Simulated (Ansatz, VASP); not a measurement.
## Sr: VASP beside Ansatz

```
Sr
1.0
    -2.37130    2.37130    2.37130
     2.37130   -2.37130    2.37130
     2.37130    2.37130   -2.37130
Sr
1
Direct
  0.00000 0.00000 0.00000
```

Alike in both runs: task single point; functional BLYP; k mesh 11 × 11 × 11; occupations fermi-dirac, width 0.1 eV; no spin polarisation.

|  | VASP | Ansatz |
| --- | --- | --- |
| version | VASP 6.6.1 | Ansatz 0.2.0 |
| potentials or method | VASP PAW PBE potentials, release 64 (Sr_sv), cutoff 520 eV | plane waves (420 eV) with PAW, scalar-relativistic |
| valence electrons in the cell | 10 | 10 |

|  | VASP | Ansatz | Ansatz less VASP |
| --- | --- | --- | --- |
| pressure (GPa) | 0.5 | 0.5 | 0.00 |

VASP's potentials were made for PBE, not for BLYP. The functional is the same, so the differences come from potentials, cutoffs and numerics.
